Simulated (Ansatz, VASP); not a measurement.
GaP4: VASP beside Ansatz

```
CELL_PARAMETERS angstrom
5.08285 0.00000 0.00000
0.00000 5.08285 0.00000
0.00000 0.00000 5.08285
ATOMIC_POSITIONS crystal
Ga 0.00000 0.00000 0.00000
P 0.34424 0.65576 0.65576
P 0.65576 0.34424 0.65576
P 0.65576 0.65576 0.34424
P 0.34424 0.34424 0.34424
```

Change from the starting cell: species swapped into the SnI4 type (P-43m, No. 215).

Alike in both runs: functional PBE; k mesh 4 × 4 × 4; occupations gaussian, width 0.1 eV; no spin polarisation.

Ansatz relaxed the structure, and its values are those at the end. VASP's run is a single point on that final structure, the one shown.

|  | VASP | Ansatz |
| --- | --- | --- |
| version | VASP 6.6.1 | Ansatz 0.2.0 |
| potentials or method | VASP PAW PBE potentials, release 64 (Ga_d, P), cutoff 520 eV | scalar-relativistic, plane waves, PAW |
| valence electrons in the cell | 33 | 33 |

```csv
,VASP,Ansatz,Ansatz less VASP
gap on the k mesh at the Fermi level (eV),none,none,-
pressure (GPa),-0.2,0.0,+0.23
rms of the force components (eV/Å),0.078,0.021,-0.0564
```

A gap of «none» marks a metal or a gap that the smearing closes.
